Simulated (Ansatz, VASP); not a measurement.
# ReSbN in VASP and in Ansatz

```
CELL_PARAMETERS angstrom
3.43212 0.00000 0.00000
0.00000 3.43212 0.00000
0.00000 0.00000 8.59263
ATOMIC_POSITIONS crystal
Re 0.00000 0.50000 0.87324
Re 0.50000 0.00000 0.12676
Sb 0.00000 0.50000 0.33346
Sb 0.50000 0.00000 0.66654
N 0.00000 0.00000 0.00000
N 0.50000 0.50000 0.00000
```

Alike in both runs: task relaxation of cell and atoms; functional LDA; k mesh 8 × 8 × 3; occupations fermi-dirac, width 0.05 eV; no spin polarisation; Hubbard terms Re d U = 2.0 eV.

|  | VASP | Ansatz |
| --- | --- | --- |
| version | VASP 6.6.1 | Ansatz 0.2.0 |
| potentials or method | VASP PAW LDA potentials, release 64 (Re, Sb, N) | Ansatz PAW |
| plane-wave cutoff (eV) | 600 | 420 |
| valence electrons in the cell | 34 | 70 |

```tsv
	VASP	Ansatz	Ansatz less VASP
gap on the k mesh at the Fermi level, each at its own relaxed structure (eV)	none	none	-
relaxed volume (Å³/atom)	15.99	15.84	-0.153
relaxed cell length with the largest relative difference (Å)	3.381	3.367	-0.0138
```

LDA's correlation is that of Perdew and Zunger in VASP and of Perdew and Wang (1992) in Ansatz. The programs project onto different local orbitals, so the same U acts differently, and such runs can settle in different states. A gap of «none» marks a metal or a gap that the smearing closes. VASP's potentials hold 34 valence electrons a cell and Ansatz's 70, so a difference there can come from the potentials and not from the codes.

Spin-orbit coupling is off throughout. Noted on Ansatz's run: the plane-wave basis is chosen anew once the cell has moved, so the energies of steps on either side of that aren't comparable.
